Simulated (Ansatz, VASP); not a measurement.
# ZnO in VASP and in Ansatz

```
Zn O
1.0
     0.00000    2.13444    2.24117
     2.13444    0.00000    2.24117
     2.13444    2.13444    0.00000
Zn O
1 1
Cartesian
  0.0000 0.0000 0.0000
  2.1344 2.1344 2.2412
```

Alike in both runs: task single point; functional LDA; k mesh 12 × 12 × 12; occupations gaussian, width 0.05 eV; no spin polarisation.

```csv
,VASP,Ansatz
version,VASP 6.6.1,Ansatz 0.2.0
potentials or method,"VASP PAW LDA potentials, release 64 (Zn, O), cutoff 520 eV","scalar-relativistic, plane waves, PAW"
valence electrons in the cell,18,18
```

|  | VASP | Ansatz | Ansatz less VASP |
| --- | --- | --- | --- |
| gap on the k mesh at the Fermi level (eV) | 0.57 | 0.57 | +0.001 |
| least direct gap on the mesh (eV) | 1.77 | 1.78 | +0.006 |
| pressure (GPa) | -13.3 | -14.4 | -1.11 |
| traceless stress, the component that is largest in VASP (GPa) | -1.40 | -1.15 | +0.245 |

LDA's correlation is that of Perdew and Zunger in VASP and of Perdew and Wang (1992) in Ansatz.
